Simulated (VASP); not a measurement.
TeAs2:

```
Te As
1.0
    -3.55645    3.55645    2.94052
     3.55645   -3.55645    2.94052
     3.55645    3.55645   -2.94052
Te As
2 4
Direct
  0.75000 0.25000 0.50000
  0.00000 0.00000 0.00000
  0.37500 0.62500 0.25000
  0.37500 0.12500 0.75000
  0.37500 0.62500 0.75000
  0.87500 0.62500 0.25000
```

Base run:

```yaml
Program: VASP 6.6.1
Functional: PBE
Potentials_or_basis: VASP PAW PBE potentials, release 64 (Te, As)
Cutoff: 520 eV
k_mesh: 4 × 4 × 4
Occupations: gaussian, width 0.1 eV
Spin: no spin polarisation
```

Its results: band gap on the k mesh zero (bands 16 and 17 overlap by 0.49 eV); pressure -1.4 GPa.

Question: The run is repeated on the same cell with these changes: k mesh from 4 × 4 × 4, through Γ to 4 × 4 × 4, shifted. What comes out?

Answer: Band gap on the k mesh 0.29 eV (least direct gap 0.43 eV); pressure -0.4 GPa.

Caveats: spin-orbit coupling is left out, which moves the levels of the heavy elements; a shifted mesh leaves out Γ, where band edges can lie (at least some runs).

A k mesh can miss the band edges.
